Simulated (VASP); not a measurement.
Write the native input for VASP 6.6.1 that does the following.

```
Task                   : electric field gradients
Functional             : PBE
Potentials or basis    : VASP PAW PBE potentials, release 64 (B, N)
Cutoff                 : 520 eV
k mesh                 : 11 × 11 × 4
Occupations            : fermi-dirac, width 0.02 eV
Spin                   : no spin polarisation
Dipole correction      : no
Further INCAR settings : ALGO = Normal; EDIFF = 1e-08; NBANDS = 16
```

The structure of BN lies in POSCAR:

```
BN
1.0
    2.5205749141      0.0000000000      0.0000000000
   -1.2602874571      2.1828819078      0.0000000000
    0.0000000000      0.0000000000      6.7053151929
B N
2 2
Direct
    0.3333333333      0.6666666667      0.2500000000
    0.6666666667      0.3333333333      0.7500000000
    0.3333333333      0.6666666667      0.7500000000
    0.6666666667      0.3333333333      0.2500000000
```

This cell differs from its parent crystal: volume scaled by 1.02.

The input as run:

INCAR

```
  ALGO = Normal
  EDIFF = 1E-8
  ENCUT = 520
  GGA = PE
  ISIF = 2
  ISMEAR = -1
  LASPH = T
  LCHARG = F
  LEFG = T
  LREAL = F
  LWAVE = F
  NBANDS = 16
  NELM = 100
  PREC = Accurate
  SIGMA = 0.02
```

KPOINTS

```
k-points
0
Gamma
  11 11 4
```

Potentials or basis: VASP PAW PBE potentials, release 64 (B, N).

The run is started by

```sh
$ cat potpaw_PBE.64/B/POTCAR potpaw_PBE.64/N/POTCAR > POTCAR
$ mpirun -np 1 vasp_std > vasp.out
```

Results of the run:

```
Pressure               : -1.3 GPa
Band gap on the k mesh : 4.31 eV, indirect (least direct gap 4.62 eV)
```

Caveat: without QUAD_EFG the Cq values of the log hold for a quadrupole moment of 1 mb, not for the nuclei; this functional lacks dispersion, which binds the layers, so the pressure and a relaxed spacing across them are unreliable.

Run time: 13 s on 1 thread of Intel(R) Xeon(R) 6975P-C (Granite Rapids), with other jobs on the host, peak memory 0.15 GiB.
